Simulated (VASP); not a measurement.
# P (Cmce) in VASP: notebook, part 2 of 2

VASP 6.6.1. Earlier steps stand in the parts before.

## 3. Single point, PBEsol (18.46 Å³/atom)

This run uses another cell than the first one, of 18.46 Å³/atom.

Contents of INCAR:

```
SYSTEM = P
PREC = Accurate
ENCUT = 520
EDIFF = 1E-6
ISMEAR = 0
SIGMA = 0.1
LREAL = .False.
LASPH = .True.
NELM = 60
ALGO = Normal
ISIF = 2
LWAVE = .False.
LCHARG = .False.
GGA = PS
NBANDS = 18
```

Contents of KPOINTS:

```
Automatic mesh
0
Gamma
  14 14 10
  0 0 0
```

Contents of POSCAR:

```
P
1.0
    1.6559534494     -5.2179847606      0.0000000000
    1.6559534494      5.2179847606      0.0000000000
    0.0000000000      0.0000000000      4.2717390437
P
4
Direct
    0.8965533788      0.1034466212      0.0758043937
    0.6034466212      0.3965533788      0.5758043937
    0.1034466212      0.8965533788      0.9241956063
    0.3965533788      0.6034466212      0.4241956063
```

Potentials or basis: VASP PAW PBE potentials, release 64 (P).

Run with:

```bash
> cat potpaw_PBE.64/P/POTCAR > POTCAR
> mpirun -np 1 vasp_std > vasp.out
```

OUTCAR:

```text
SYSTEM = P
   PREC = Accurate
   ENCUT = 520
   EDIFF = 1E-6
   ISMEAR = 0
   LREAL = .False.
   LASPH = .True.
   NELM = 60
   ISIF = 2
   GGA = PS

 ion  position               nearest neighbor table
   1  0.897  0.103  0.076-   4 2.23   4 2.23   3 2.25
   2  0.603  0.397  0.576-   3 2.23   3 2.23   4 2.25
   3  0.103  0.897  0.924-   2 2.23   2 2.23   1 2.25
   4  0.397  0.603  0.424-   1 2.23   1 2.23   2 2.25

  LATTYP: Found a base centered orthorhombic cell.
 ALAT       =     3.3119068988
 B/A-ratio  =     3.1510455578
 C/A-ratio  =     1.2898125383

  Lattice vectors:

 A1 = (   1.6559534494,  -5.2179847606,   0.0000000000)
 A2 = (   1.6559534494,   5.2179847606,   0.0000000000)
 A3 = (   0.0000000000,   0.0000000000,   4.2717390437)

Analysis of symmetry for initial positions (statically):
=====================================================================
 Subroutine PRICEL returns:
 Original cell was already a primitive cell.

 Routine SETGRP: Setting up the symmetry group for a
 base centered orthorhombic supercell.

 Subroutine GETGRP returns: Found  8 space group operations
 (whereof  4 operations were pure point group operations)
 out of a pool of  8 trial point group operations.

The static configuration has the point symmetry C_2h.
 The point group associated with its full space group is D_2h.

Analysis of symmetry for dynamics (positions and initial velocities):
=====================================================================
 Subroutine PRICEL returns:
 Original cell was already a primitive cell.

 Routine SETGRP: Setting up the symmetry group for a
 base centered orthorhombic supercell.

 Subroutine GETGRP returns: Found  8 space group operations
 (whereof  4 operations were pure point group operations)
 out of a pool of  8 trial point group operations.

The dynamic configuration has the point symmetry C_2h.
 The point group associated with its full space group is D_2h.

 Subroutine INISYM returns: Found  8 space group operations
 (whereof  4 operations are pure point group operations),
 and found     1 'primitive' translations

----------------------------------------------------------------------------------------

                                     Primitive cell

  volume of cell :      73.8220

  direct lattice vectors                    reciprocal lattice vectors
     1.655953449 -5.217984761  0.000000000     0.301940855 -0.095822434  0.000000000
     1.655953449  5.217984761  0.000000000     0.301940855  0.095822434  0.000000000
     0.000000000  0.000000000  4.271739044     0.000000000  0.000000000  0.234096697

  length of vectors
     5.474444884  5.474444884  4.271739044     0.316781026  0.316781026  0.234096697

  position of ions in fractional coordinates (direct lattice)
     0.896553379  0.103446621  0.075804394
     0.603446621  0.396553379  0.575804394
     0.103446621  0.896553379  0.924195606
     0.396553379  0.603446621  0.424195606

  ion indices of the primitive-cell ions
   primitive index   ion index
                 1           1
                 2           2
                 3           3
                 4           4

----------------------------------------------------------------------------------------

 KPOINTS: Automatic mesh

Automatic generation of k-mesh.
 Grid dimensions read from file:
 generate k-points for:   14   14   10

 Generating k-lattice:

  Cartesian coordinates                     Fractional coordinates (reciprocal lattice)
     0.021567204 -0.006844460  0.000000000     0.071428571  0.000000000  0.000000000
     0.021567204  0.006844460  0.000000000     0.000000000  0.071428571  0.000000000
     0.000000000  0.000000000  0.023409670     0.000000000  0.000000000  0.100000000

  Length of vectors
     0.022627216  0.022627216  0.023409670

  Shift w.r.t. Gamma in fractional coordinates (k-lattice)
     0.000000000  0.000000000  0.000000000

 Subroutine IBZKPT returns following result:
 ===========================================

 Found    342 irreducible k-points:

 Following reciprocal coordinates:
            Coordinates               Weight
  0.000000  0.000000  0.000000      1.000000
  0.071429  0.000000  0.000000      4.000000
  0.142857  0.000000  0.000000      4.000000
  0.214286  0.000000  0.000000      4.000000
  0.285714  0.000000  0.000000      4.000000
  0.357143  0.000000  0.000000      4.000000
[... 16 lines left out ...]
  0.214286  0.142857  0.000000      4.000000
  0.285714  0.142857  0.000000      4.000000
 [... further k-points ...]
   k-points           NKPTS =    342   k-points in BZ     NKDIM =    342   number of bands    NBANDS=     18
   number of dos      NEDOS =    301   number of ions     NIONS =      4
   total plane-waves  NPLWV =  56448
   dimension x,y,z NGX =    42 NGY =   42 NGZ =   32
   dimension x,y,z NGXF=    84 NGYF=   84 NGZF=   64
   ions per type =               4
   NGX,Y,Z   is equivalent  to a cutoff of  12.75, 12.75, 12.45 a.u.
   NGXF,Y,Z  is equivalent  to a cutoff of  25.51, 25.51, 24.91 a.u.
 SYSTEM =  P
   PREC   = accura    normal or accurate (medium, high low for compatibility)
   ISTART =      0    job   : 0-new  1-cont  2-samecut
   ICHARG =      2    charge: 1-file 2-atom 10-const
   ISPIN  =      1    spin polarized calculation?
   LNONCOLLINEAR =      F non collinear calculations
   LSORBIT =      F    spin-orbit coupling
   LASPH  =      T    aspherical Exc in radial PAW
   ENCUT  =  520.0 eV  38.22 Ry    6.18 a.u.  10.18 10.18  7.94*2*pi/ulx,y,z
   NELM   =     60;   NELMIN=  2; NELMDL= -5     # of ELM steps
   EDIFF  = 0.1E-05   stopping-criterion for ELM
   LREAL  =      F    real-space projection
   EDIFFG = 0.1E-04   stopping-criterion for IOM
   NSW    =      0    number of steps for IOM
   IBRION =     -1    ionic relax: 0-MD 1-quasi-New 2-CG
   NFREE  =      0    steps in history (QN), initial steepest desc. (CG)
   ISIF   =      2    stress and relaxation
   ISYM   =      2    0-nonsym 1-usesym 2-fastsym
   POTIM  = 0.5000    time-step for ionic-motion
   TEBEG  =    0.0;   TEEND  =   0.0 temperature during run
   PSTRESS=    0.0 pullay stress
   NELECT =      20.0000    total number of electrons
   NUPDOWN=      -1.0000    fix difference up-down
   EMIN   =  10.00;   EMAX   =-10.00  energy-range for DOS
   EFERMI =   0.00;   METHOD = LEGACY
   ISMEAR =     0;   SIGMA  =   0.10  broadening in eV -4-tet -1-fermi 0-gaus
   EFERMI_NEDOS =   21; number of points for ismear=-14 and -15
   IALGO  =     38    algorithm
   IMIX   =      4    mixing-type and parameters
     AMIX     =   0.40;   BMIX     =  1.00
     AMIX_MAG =   1.60;   BMIX_MAG =  1.00
  volume/ion in A,a.u.               =      18.46       124.54
  Fermi-wavevector in a.u.,A,eV,Ry     =   1.059310  2.001805 15.267601  1.122137
  Thomas-Fermi vector in A             =   2.194651
   LORBIT       =      0    0 simple, 1 ext, 2 COOP (PROOUT), +10 PAW based schemes
   GGA     = PS    functional components
   LHFCALC =     F    Hartree Fock is set to
   AEXX    =    0.0000 exact exchange contribution
   IVDW    =     0    specifies the selected vdW correction
   LEPSILON=     F    determine dielectric tensor
   LRPA    =     F    only Hartree local field effects (RPA)
 non-spin polarized calculation
 Gauss-broadening in eV      SIGMA  =   0.10
  energy-cutoff  :      520.00
  volume of cell :       73.82
 maximum number of plane-waves:      2010
 NGX is ok and might be reduce to    42
   NGX = 21   NGY = 21   NGZ = 15

 number of electron      20.0000000 magnetization

 Free energy of the ion-electron system (eV)
  ---------------------------------------------------
  ext. energy  EPLUGINS =         0.00000000
  ---------------------------------------------------
  free energy    TOTEN  =       -23.04753499 eV

  energy without entropy =      -23.04697643  energy(sigma->0) =      -23.04725571

 E-fermi :   6.8411     XC(G=0): -10.1628

 val. band max:        6.8264239425   @ k =   0.5000   0.1429   0.0000
 cond. band min:       6.8791487987   @ k =  -0.4286   0.0714   0.0000
 fundamental gap:      0.0527248561
 Fermi energy:         6.8410553341

 k-point     1 :       0.0000    0.0000    0.0000
  band No.  band energies     occupation
      1      -9.0385      2.00000
      2      -5.8868      2.00000
      3      -2.4434      2.00000
      4      -0.2811      2.00000
      5       1.7760      2.00000
      6       2.3773      2.00000
[... 10 lines left out ...]
     17      14.0221      0.00000
     18      14.0241      0.00000
[... 466 lines left out ...]
      2      -5.1569      2.00000
      3      -3.6986      2.00000
      4      -2.5877      2.00000
      5       1.3577      2.00000
      6       1.5441      2.00000
[... 10 lines left out ...]
     17      13.0962      0.00000
     18      14.3785      0.00000

 [... further k-points ...]
[... 5 lines left out ...]
  --------------------------------------------------------------------------------------
  -------------------------------------------------------------------------------------
  Total       -0.3017740     -0.3560335     -0.3122313      0.0000000      0.0000000      0.0000000
  in kB       -6.5494795     -7.7270874     -6.7764375      0.0000000      0.0000000      0.0000000
  external PRESSURE =      -7.0176681 kB  Pullay stress =       0.0000000 kB

 VOLUME and BASIS-vectors are now :
 -----------------------------------------------------------------------------
  energy-cutoff  :      520.00
  volume of cell :       73.82
      direct lattice vectors                 reciprocal lattice vectors
     1.655953449 -5.217984761  0.000000000     0.301940855 -0.095822434  0.000000000
     1.655953449  5.217984761  0.000000000     0.301940855  0.095822434  0.000000000
     0.000000000  0.000000000  4.271739044     0.000000000  0.000000000  0.234096697

 POSITION                                       TOTAL-FORCE (eV/Angst)
 -----------------------------------------------------------------------------------
      1.65595     -4.13842      0.32382         0.000000     -0.022367      0.019699
      1.65595     -1.07957      2.45969         0.000000      0.022367      0.019699
      1.65595      4.13842      3.94792         0.000000      0.022367     -0.019699
      1.65595      1.07957      1.81205         0.000000     -0.022367     -0.019699
 -----------------------------------------------------------------------------------
    total drift:                                0.000000      0.000000     -0.000000

  FREE ENERGIE OF THE ION-ELECTRON SYSTEM (eV)
  ---------------------------------------------------
  free  energy   TOTEN  =       -23.0475349907 eV

  energy  without entropy=      -23.0469764259  energy(sigma->0) =      -23.04725571
```

Run time: 4.2 min. Hardware: 1 thread of Intel Xeon 6975P-C (Granite Rapids), shared host; peak memory 0.43 GiB.

Results:

```
Free energy            : -23.0475 eV
Pressure               : -0.7 GPa
Largest force          : 0.030 eV/Å
Band gap on the k mesh : zero (bands 10 and 11 overlap by 0.20 eV)
```

Forces on the atoms (eV/Å):
```
P    0.000 -0.022  0.020
P    0.000  0.022  0.020
P    0.000  0.022 -0.020
P    0.000 -0.022 -0.020
```

Stress tensor (GPa, compression positive):
```
-0.65  0.00  0.00
 0.00 -0.77  0.00
 0.00  0.00 -0.68
```

Caveat: the PAW data sets were made with another functional, which shifts forces and pressure a little.

## 4. Single point, PBEsol (18.99 Å³/atom)

This run uses another cell than the first one, of 18.99 Å³/atom.

Contents of INCAR:

```
PREC     = Accurate       # precision mode
ENCUT    = 520            # plane-wave cutoff, eV
EDIFF    = 1E-7           # SCF threshold, eV
ISMEAR   = 0              # smearing method
SIGMA    = 0.1            # smearing width, eV
LREAL    = False          # projectors in reciprocal space
LASPH    = True           # aspherical terms in the spheres
NELM     = 60             # most SCF steps
ALGO     = Normal         # electronic algorithm
ISIF     = 2              # what is computed and relaxed
LWAVE    = False          # write WAVECAR
LCHARG   = False          # write CHGCAR
GGA      = PS             # functional
NBANDS   = 18             # bands
```

Contents of KPOINTS:

```
regular mesh
0
Gamma
  14 14 10
```

Contents of POSCAR:

```
P
1.0
    1.6551269110     -5.3015600512      0.0000000000
    1.6551269110      5.3015600512      0.0000000000
    0.0000000000      0.0000000000      4.3290170894
P
4
Direct
    0.8985663122      0.1014336878      0.0780171930
    0.6014336878      0.3985663122      0.5780171930
    0.1014336878      0.8985663122      0.9219828070
    0.3985663122      0.6014336878      0.4219828070
```

Run with:

```bash
> cat potpaw_PBE.64/P/POTCAR > POTCAR
> mpirun -np 1 vasp_std > vasp.out
```

Wall time 4.5 min (1 thread of Intel Xeon 6975P-C (Granite Rapids), shared host); peak memory 0.44 GiB.

It converged, with:

| Quantity | Value |
| --- | --- |
| Free energy | -23.0374 eV |
| Pressure | -1.2 GPa |
| Largest force | 0.027 eV/Å |
| Band gap on the k mesh | zero (bands 10 and 11 overlap by 0.08 eV) |

Forces on the atoms (eV/Å):
```
P    0.000 -0.012  0.025
P    0.000  0.012  0.025
P    0.000  0.012 -0.025
P    0.000 -0.012 -0.025
```

Stress tensor (GPa, compression positive):
```
-1.16  0.00  0.00
 0.00 -1.20  0.00
 0.00  0.00 -1.10
```

Levels at points of the mesh, in eV from the Fermi level:
```csv
k point,band 7,band 8,band 9,band 10,band 11,band 12,band 13,band 14
"(0.00, 0.00, 0.00)",-3.98,-2.91,-2.48,-1.29,0.75,1.12,1.95,3.14
"(0.50, 0.00, 0.00)",-3.30,-3.30,-2.67,-2.67,0.76,0.76,1.07,1.07
"(0.50, 0.50, 0.00)",-4.15,-2.18,-1.79,-0.28,0.28,0.69,2.32,2.96
"(0.00, 0.00, 0.50)",-3.07,-3.07,-1.18,-1.18,1.48,1.48,2.54,2.54
"(0.50, 0.00, 0.50)",-5.65,-5.65,-2.00,-2.00,1.60,1.60,4.11,4.11
"(0.50, 0.50, 0.50)",-2.65,-2.65,-1.52,-1.52,1.35,1.35,2.51,2.51
```

Caveat: the PAW data sets were made with another functional, which shifts forces and pressure a little.

## 5. The runs side by side

| cell | gap on the mesh (eV) | pressure (GPa) | largest force (eV/Å) |
| --- | --- | --- | --- |
| a = 5.406, b = 5.406, c = 4.199 Å, angles 90.0, 90.0, 144.3°, 4 atoms, atomic positions A | none | -0.1 | 0.03 |
| a = 5.474, b = 5.474, c = 4.272 Å, angles 90.0, 90.0, 144.8°, 4 atoms, atomic positions B | none | -0.7 | 0.03 |
| a = 5.554, b = 5.554, c = 4.329 Å, angles 90.0, 90.0, 145.3°, 4 atoms, atomic positions C | none | -1.2 | 0.03 |

Alike in all rows: task single point; level PBEsol; potentials or basis VASP PAW PBE potentials, release 64 (P); no spin polarisation; k mesh 14 × 14 × 10; cutoff (eV) 520; smearing gaussian 0.1 eV.

Caveats: the PAW data sets were made with another functional, which shifts forces and pressure a little.

Absolute energies hang on the potentials; compare differences alone.

The gap in the log of VASP goes by the Fermi energy; the results here count the filled bands.